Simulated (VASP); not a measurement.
Runs of VASP 6.6.1 on B. The structure is that of space group P6/mmm (No. 191), or close to it. The cells are those of the table. 

```csv
cell,k mesh,gap on the mesh (eV),pressure (GPa)
"a = 2.859, b = 2.859, c = 2.836 Å, angles 90.0, 90.0, 120.0°, 3 atoms",11 × 11 × 15,none,0.2
"a = 2.781, b = 2.781, c = 2.758 Å, angles 90.0, 90.0, 120.0°, 3 atoms",14 × 14 × 12,none,22.2
"a = 2.933, b = 2.933, c = 2.909 Å, angles 90.0, 90.0, 120.0°, 3 atoms",14 × 14 × 12,none,-14.9
"a = 2.859, b = 2.859, c = 2.836 Å, angles 90.0, 90.0, 120.0°, 3 atoms",17 × 17 × 15,none,0.2
"a = 2.969, b = 2.969, c = 2.945 Å, angles 90.0, 90.0, 120.0°, 3 atoms",14 × 14 × 12,none,(a)
```

Alike in all rows: task single point; level r2SCAN; potentials or basis VASP PAW PBE potentials, release 64 (B); no spin polarisation; cutoff (eV) 520; smearing fermi-dirac 0.1 eV.

Problem. Fill in the values left out.

Solution. (a) -20.5.

Caveats: the PAW data sets were made with another functional, which shifts forces and pressure a little.

A gap of «none» marks levels without a gap at the run's occupations.
